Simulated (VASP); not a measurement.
# Gd (P6_3/mmc) in VASP: single point with PBE+U

Aim: the single point of Gd with PBE+U.

Everything below comes from runs of VASP 6.6.1. Logs are shortened: lines on timing, memory, paths and dates and some standing lists are left out, and cuts for length are marked.

### 1 The cell of the first run

Symmetry: P6_3/mmc, No. 194, hexagonal system. Conventional cell: a = 3.640 Å, b = 3.640 Å, c = 5.780 Å, α = 90.00°, β = 90.00°, γ = 120.00°. Within 4.7 Å of Gd (site symmetry -6m2) lie 12 Gd at 3.57 to 3.64 Å.

### 2 Single point, PBE+U, collinear spin, ferromagnetic start

The input, INCAR:

```
SYSTEM = Gd
ALGO = Normal
EDIFF = 1E-6
ENCUT = 520
GGA = PE
ISIF = 2
ISMEAR = 0
ISPIN = 2
LASPH = .TRUE.
LCHARG = .FALSE.
LDAU = .TRUE.
LDAUJ = 0
LDAUL = 3
LDAUPRINT = 1
LDAUTYPE = 2
LDAUU = 6
LMAXMIX = 6
LORBIT = 11
LREAL = .FALSE.
LWAVE = .FALSE.
MAGMOM = 7 7
NBANDS = 29
NELM = 150
PREC = Accurate
SIGMA = 0.1
```

The input, KPOINTS:

```
k-points
0
G
  6 6 4
  0 0 0
```

The input, POSCAR:

```
Gd
1.0
    3.6399995402      0.0000000000      0.0000000000
   -1.8199997701      3.1523320716      0.0000000000
    0.0000000000      0.0000000000      5.7803192698
Gd
2
Direct
    0.3333333333      0.6666666667      0.7500000000
    0.6666666667      0.3333333333      0.2500000000
```

Potentials or basis: VASP PAW PBE potentials, release 64 (Gd).

Command:

```sh
> cat potpaw_PBE.64/Gd/POTCAR > POTCAR
> mpirun -np 1 vasp_std > vasp.out
```

OUTCAR:

```text
SYSTEM = Gd
   EDIFF = 1E-6
   ENCUT = 520
   GGA = PE
   ISIF = 2
   ISMEAR = 0
   ISPIN = 2
   LASPH = .TRUE.
   LORBIT = 11
   LREAL = .FALSE.
   NELM = 150
   PREC = Accurate

 ion  position               nearest neighbor table
   1  0.333  0.667  0.750-
   2  0.667  0.333  0.250-

  LATTYP: Found a hexagonal cell.
 ALAT       =     3.6399995402
 C/A-ratio  =     1.5880000000

  Lattice vectors:

 A1 = (   3.6399995402,   0.0000000000,   0.0000000000)
 A2 = (  -1.8199997701,   3.1523320716,   0.0000000000)
 A3 = (   0.0000000000,   0.0000000000,   5.7803192698)

Analysis of symmetry for initial positions (statically):
=====================================================================
 Subroutine PRICEL returns:
 Original cell was already a primitive cell.

 Routine SETGRP: Setting up the symmetry group for a
 hexagonal supercell.

 Subroutine GETGRP returns: Found 24 space group operations
 (whereof 12 operations were pure point group operations)
 out of a pool of 24 trial point group operations.

The static configuration has the point symmetry D_3d.
 The point group associated with its full space group is D_6h.

Analysis of symmetry for dynamics (positions and initial velocities):
=====================================================================
 Subroutine PRICEL returns:
 Original cell was already a primitive cell.

 Routine SETGRP: Setting up the symmetry group for a
 hexagonal supercell.

 Subroutine GETGRP returns: Found 24 space group operations
 (whereof 12 operations were pure point group operations)
 out of a pool of 24 trial point group operations.

The dynamic configuration has the point symmetry D_3d.
 The point group associated with its full space group is D_6h.

Analysis of structural, dynamic, and magnetic symmetry:
=====================================================================
 Subroutine PRICEL returns:
 Original cell was already a primitive cell.

 Routine SETGRP: Setting up the symmetry group for a
 hexagonal supercell.

 Subroutine GETGRP returns: Found 24 space group operations
 (whereof 12 operations were pure point group operations)
 out of a pool of 24 trial point group operations.

The overall configuration has the point symmetry D_3d.
 The point group associated with its full space group is D_6h.

 Subroutine INISYM returns: Found 24 space group operations
 (whereof 12 operations are pure point group operations),
 and found     1 'primitive' translations

----------------------------------------------------------------------------------------

                                     Primitive cell

  volume of cell :      66.3262

  direct lattice vectors                    reciprocal lattice vectors
     3.639999540  0.000000000  0.000000000     0.274725309  0.158612731  0.000000000
    -1.819999770  3.152332072  0.000000000     0.000000000  0.317225463  0.000000000
     0.000000000  0.000000000  5.780319270     0.000000000  0.000000000  0.173000825

  length of vectors
     3.639999540  3.639999540  5.780319270     0.317225463  0.317225463  0.173000825

  position of ions in fractional coordinates (direct lattice)
     0.333333333  0.666666667  0.750000000
     0.666666667  0.333333333  0.250000000

  ion indices of the primitive-cell ions
   primitive index   ion index
                 1           1
                 2           2

[... 144 lines left out ...]
  o =  0.9897  v =  0.0000  0.0000 -0.0000 -0.0000  1.0000 -0.0000  0.0000  0.0000  0.0000  0.0000  0.0000  0.0000  0.0000  0.0000      0.0000  0.0000  0.0000  0.0000  0.0000  0.0000  0.0000  0.0000  0.0000  0.0000  0.0000  0.0000  0.0000  0.0000
  o =  0.9897  v = -0.0000  0.0000  1.0000 -0.0000  0.0000  0.0000  0.0000  0.0000  0.0000  0.0000  0.0000  0.0000  0.0000  0.0000      0.0000  0.0000  0.0000  0.0000  0.0000  0.0000  0.0000  0.0000  0.0000  0.0000  0.0000  0.0000  0.0000  0.0000
  o =  0.9900  v = -0.0000  0.9932 -0.0000 -0.0000 -0.0000  0.1162  0.0000  0.0000  0.0000  0.0000  0.0000  0.0000  0.0000  0.0000      0.0000  0.0000  0.0000  0.0000  0.0000  0.0000  0.0000  0.0000  0.0000  0.0000  0.0000  0.0000  0.0000  0.0000
  o =  0.9900  v =  0.0000  0.1162 -0.0000  0.0000 -0.0000 -0.9932 -0.0000  0.0000  0.0000  0.0000  0.0000  0.0000  0.0000  0.0000      0.0000  0.0000  0.0000  0.0000  0.0000  0.0000  0.0000  0.0000  0.0000  0.0000  0.0000  0.0000  0.0000  0.0000
  o =  0.9907  v =  1.0000  0.0000  0.0000  0.0000  0.0000  0.0000  0.0000  0.0000  0.0000  0.0000  0.0000  0.0000  0.0000  0.0000      0.0000  0.0000  0.0000  0.0000  0.0000  0.0000  0.0000  0.0000  0.0000  0.0000  0.0000  0.0000  0.0000  0.0000
  o =  0.9907  v = -0.0000 -0.0000  0.0000  1.0000  0.0000  0.0000  0.0000  0.0000  0.0000  0.0000  0.0000  0.0000  0.0000  0.0000      0.0000  0.0000  0.0000  0.0000  0.0000  0.0000  0.0000  0.0000  0.0000  0.0000  0.0000  0.0000  0.0000  0.0000

atom =   2  type =  1  l = 3

 onsite density matrix

spin component  1

  0.9907 -0.0000  0.0000  0.0000 -0.0000  0.0000 -0.0000
 -0.0000  0.9900  0.0000  0.0000 -0.0000 -0.0000  0.0000
  0.0000  0.0000  0.9897 -0.0000  0.0000 -0.0000 -0.0000
  0.0000  0.0000 -0.0000  0.9907  0.0000  0.0000  0.0000
 -0.0000 -0.0000  0.0000  0.0000  0.9897 -0.0000  0.0000
  0.0000 -0.0000 -0.0000  0.0000 -0.0000  0.9900 -0.0000
 -0.0000  0.0000 -0.0000  0.0000  0.0000 -0.0000  0.9896

spin component  2

  0.0006  0.0000  0.0000 -0.0000 -0.0000  0.0000  0.0000
  0.0000  0.0011  0.0000 -0.0000 -0.0000 -0.0000  0.0000
  0.0000  0.0000  0.0005 -0.0000 -0.0000 -0.0000  0.0000
 -0.0000 -0.0000 -0.0000  0.0004 -0.0000  0.0000  0.0000
 -0.0000 -0.0000 -0.0000 -0.0000  0.0005  0.0000  0.0000
  0.0000 -0.0000 -0.0000  0.0000  0.0000  0.0011  0.0000
  0.0000  0.0000  0.0000  0.0000  0.0000  0.0000  0.0004

 occupancies and eigenvectors

  o =  0.0004  v =  0.0000  0.0000  0.0000  0.0000  0.0000  0.0000  0.0000  0.0000  0.0000  0.0000  1.0000 -0.0000 -0.0000  0.0000      0.0000  0.0000  0.0000  0.0000  0.0000  0.0000  0.0000  0.0000  0.0000  0.0000  0.0000  0.0000  0.0000  0.0000
  o =  0.0004  v =  0.0000  0.0000  0.0000  0.0000  0.0000  0.0000  0.0000 -0.0000 -0.0000 -0.0000 -0.0000 -0.0000 -0.0000  1.0000      0.0000  0.0000  0.0000  0.0000  0.0000  0.0000  0.0000  0.0000  0.0000  0.0000  0.0000  0.0000  0.0000  0.0000
  o =  0.0005  v =  0.0000  0.0000  0.0000  0.0000  0.0000  0.0000  0.0000  0.0000 -0.0000  0.0000  0.0000  1.0000  0.0000  0.0000      0.0000  0.0000  0.0000  0.0000  0.0000  0.0000  0.0000  0.0000  0.0000  0.0000  0.0000  0.0000  0.0000  0.0000
  o =  0.0005  v =  0.0000  0.0000  0.0000  0.0000  0.0000  0.0000  0.0000  0.0000 -0.0000 -1.0000  0.0000  0.0000 -0.0000 -0.0000      0.0000  0.0000  0.0000  0.0000  0.0000  0.0000  0.0000  0.0000  0.0000  0.0000  0.0000  0.0000  0.0000  0.0000
  o =  0.0006  v =  0.0000  0.0000  0.0000  0.0000  0.0000  0.0000  0.0000  1.0000 -0.0000  0.0000 -0.0000 -0.0000 -0.0000  0.0000      0.0000  0.0000  0.0000  0.0000  0.0000  0.0000  0.0000  0.0000  0.0000  0.0000  0.0000  0.0000  0.0000  0.0000
  o =  0.0011  v =  0.0000  0.0000  0.0000  0.0000  0.0000  0.0000  0.0000 -0.0000  0.0001  0.0000 -0.0000  0.0000 -1.0000 -0.0000      0.0000  0.0000  0.0000  0.0000  0.0000  0.0000  0.0000  0.0000  0.0000  0.0000  0.0000  0.0000  0.0000  0.0000
  o =  0.0011  v =  0.0000  0.0000  0.0000  0.0000  0.0000  0.0000  0.0000  0.0000  1.0000 -0.0000  0.0000  0.0000  0.0001  0.0000      0.0000  0.0000  0.0000  0.0000  0.0000  0.0000  0.0000  0.0000  0.0000  0.0000  0.0000  0.0000  0.0000  0.0000
  o =  0.9896  v =  0.0000 -0.0000 -0.0000 -0.0000 -0.0000  0.0000  1.0000  0.0000  0.0000  0.0000  0.0000  0.0000  0.0000  0.0000      0.0000  0.0000  0.0000  0.0000  0.0000  0.0000  0.0000  0.0000  0.0000  0.0000  0.0000  0.0000  0.0000  0.0000
  o =  0.9897  v =  0.0000 -0.0000 -0.0000 -0.0000  1.0000  0.0000  0.0000  0.0000  0.0000  0.0000  0.0000  0.0000  0.0000  0.0000      0.0000  0.0000  0.0000  0.0000  0.0000  0.0000  0.0000  0.0000  0.0000  0.0000  0.0000  0.0000  0.0000  0.0000
  o =  0.9897  v = -0.0000  0.0000  1.0000 -0.0000  0.0000  0.0000  0.0000  0.0000  0.0000  0.0000  0.0000  0.0000  0.0000  0.0000      0.0000  0.0000  0.0000  0.0000  0.0000  0.0000  0.0000  0.0000  0.0000  0.0000  0.0000  0.0000  0.0000  0.0000
  o =  0.9900  v = -0.0000 -0.0351  0.0000 -0.0000 -0.0000  0.9994 -0.0000  0.0000  0.0000  0.0000  0.0000  0.0000  0.0000  0.0000      0.0000  0.0000  0.0000  0.0000  0.0000  0.0000  0.0000  0.0000  0.0000  0.0000  0.0000  0.0000  0.0000  0.0000
  o =  0.9900  v = -0.0000 -0.9994  0.0000  0.0000 -0.0000 -0.0351 -0.0000  0.0000  0.0000  0.0000  0.0000  0.0000  0.0000  0.0000      0.0000  0.0000  0.0000  0.0000  0.0000  0.0000  0.0000  0.0000  0.0000  0.0000  0.0000  0.0000  0.0000  0.0000
  o =  0.9907  v =  1.0000 -0.0000  0.0000  0.0000 -0.0000  0.0000 -0.0000  0.0000  0.0000  0.0000  0.0000  0.0000  0.0000  0.0000      0.0000  0.0000  0.0000  0.0000  0.0000  0.0000  0.0000  0.0000  0.0000  0.0000  0.0000  0.0000  0.0000  0.0000
  o =  0.9907  v =  0.0000  0.0000 -0.0000 -1.0000 -0.0000 -0.0000 -0.0000  0.0000  0.0000  0.0000  0.0000  0.0000  0.0000  0.0000      0.0000  0.0000  0.0000  0.0000  0.0000  0.0000  0.0000  0.0000  0.0000  0.0000  0.0000  0.0000  0.0000  0.0000

 number of electron      36.0000005 magnetization      15.5971184

 Free energy of the ion-electron system (eV)
  ---------------------------------------------------
  ext. energy  EPLUGINS =         0.00000000
  ---------------------------------------------------
  free energy    TOTEN  =       -22.83444321 eV

  energy without entropy =      -22.82283941  energy(sigma->0) =      -22.82864131

 E-fermi :   3.0739     XC(G=0):  -9.9647

 val. band max:        3.0514213082   @ k =   0.1667   0.1667   0.0000
 cond. band min:       3.1080808575   @ k =   0.3333   0.3333   0.2500
 fundamental gap:      0.0566595493
 Fermi energy:         3.0739038251

 spin component 1

 k-point     1 :       0.0000    0.0000    0.0000
  band No.  band energies     occupation
      1     -42.5014      1.00000
      2     -42.4332      1.00000
      3     -20.2057      1.00000
      4     -19.6059      1.00000
      5     -19.6059      1.00000
      6     -19.5005      1.00000
[... 661 lines left out ...]
     28       3.0123      0.80804
     29       5.3576      0.00000
 Fermi energy:         3.0739038251

 spin component 2

 k-point     1 :       0.0000    0.0000    0.0000
  band No.  band energies     occupation
      1     -39.2030      1.00000
      2     -39.1171      1.00000
      3     -17.9177      1.00000
      4     -17.1796      1.00000
      5     -17.1796      1.00000
      6     -17.0553      1.00000
[... 661 lines left out ...]
     28       6.4466      0.00000
     29       7.0526      0.00000

------------------------ aborting loop because EDIFF is reached ----------------------------------------

  FORCE on cell =-STRESS in cart. coord.  units (eV):
  Direction    XX          YY          ZZ          XY          YZ          ZX
  --------------------------------------------------------------------------------------
  -------------------------------------------------------------------------------------
  Total        0.2454057      0.2454057      0.5388616      0.0000000      0.0000000      0.0000000
  in kB        5.9280267      5.9280267     13.0167538      0.0000000      0.0000000      0.0000000
  external PRESSURE =       8.2909357 kB  Pullay stress =       0.0000000 kB

 VOLUME and BASIS-vectors are now :
 -----------------------------------------------------------------------------
  energy-cutoff  :      520.00
  volume of cell :       66.33
      direct lattice vectors                 reciprocal lattice vectors
     3.639999540  0.000000000  0.000000000     0.274725309  0.158612731  0.000000000
    -1.819999770  3.152332072  0.000000000     0.000000000  0.317225463  0.000000000
     0.000000000  0.000000000  5.780319270     0.000000000  0.000000000  0.173000825

 POSITION                                       TOTAL-FORCE (eV/Angst)
 -----------------------------------------------------------------------------------
     -0.00000      2.10155      4.33524         0.000000     -0.000000      0.000000
      1.82000      1.05078      1.44508        -0.000000      0.000000      0.000000
 -----------------------------------------------------------------------------------
    total drift:                               -0.000000      0.000000     -0.000000

  FREE ENERGIE OF THE ION-ELECTRON SYSTEM (eV)
  ---------------------------------------------------
  free  energy   TOTEN  =       -22.8344432134 eV

  energy  without entropy=      -22.8228394052  energy(sigma->0) =      -22.82864131

 total charge

# of ion       s       p       d       f       tot
--------------------------------------------------
    1        2.074   5.572   0.600   6.930  15.176
    2        2.074   5.572   0.600   6.930  15.176
--------------------------------------------------
tot          4.149  11.145   1.199  13.860  30.353

 magnetization (x)

# of ion       s       p       d       f       tot
--------------------------------------------------
    1        0.004  -0.055   0.246   6.921   7.115
    2        0.004  -0.055   0.246   6.921   7.115
--------------------------------------------------
tot          0.007  -0.110   0.492  13.841  14.230
```

Run time: 2.4 min. Hardware: 1 thread of Oxide Virtual Turin-like, shared host; peak memory 0.21 GiB.

What came out:

```yaml
Free_energy: -22.8344 eV
Pressure: 0.8 GPa
Net_moment: 15.60 μB per cell
Site_moments: Gd +7.12 μB
Valence_electrons_inside_the_program's_atomic_spheres: Gd 15.18
```

Levels at points of the mesh, in eV from the Fermi level:
Spin up:
```csv
k point,band 24,band 25,band 26,band 27,band 28,band 29
"(0.00, 0.00, 0.00)",-2.65,0.88,1.15,1.15,1.33,1.77
"(0.50, 0.00, 0.00)",-1.90,-1.44,-0.28,0.90,0.92,1.62
"(0.00, 0.00, 0.50)",-3.73,0.30,0.30,1.07,1.07,1.07
"(0.50, 0.00, 0.50)",-2.31,-0.64,-0.64,1.29,1.29,2.37
```
Spin down:
| k point | band 6 | band 7 | band 8 | band 9 | band 10 | band 11 | band 12 | band 13 | band 14 | band 15 |
| --- | --- | --- | --- | --- | --- | --- | --- | --- | --- | --- |
| (0.00, 0.00, 0.00) | -20.13 | -20.13 | -20.12 | -4.26 | -1.50 | 1.74 | 2.19 | 2.19 | 2.32 | 2.74 |
| (0.50, 0.00, 0.00) | -20.43 | -20.34 | -20.22 | -1.13 | -0.99 | -0.65 | 0.85 | 1.92 | 1.94 | 2.59 |
| (0.00, 0.00, 0.50) | -20.19 | -20.19 | -20.19 | -2.71 | -2.71 | 1.35 | 1.35 | 2.17 | 2.17 | 2.17 |
| (0.50, 0.00, 0.50) | -20.33 | -20.33 | -20.33 | -1.44 | -1.44 | 0.54 | 0.54 | 2.09 | 2.09 | 2.84 |

Eigenvalues of the final occupation matrices:
| site | spin | trace | eigenvalues |
| --- | --- | --- | --- |
| site 1 f | 1 | 6.93 | 0.99 0.99 0.99 0.99 0.99 0.99 0.99 |
| site 1 f | 2 | 0.00 | 0.00 0.00 0.00 0.00 0.00 0.00 0.00 |
| site 2 f | 1 | 6.93 | 0.99 0.99 0.99 0.99 0.99 0.99 0.99 |
| site 2 f | 2 | 0.00 | 0.00 0.00 0.00 0.00 0.00 0.00 0.00 |

Caveat: spin-orbit coupling is left out, which moves the levels of the heavy elements. The state reached can hang on the start; a lower one may exist.
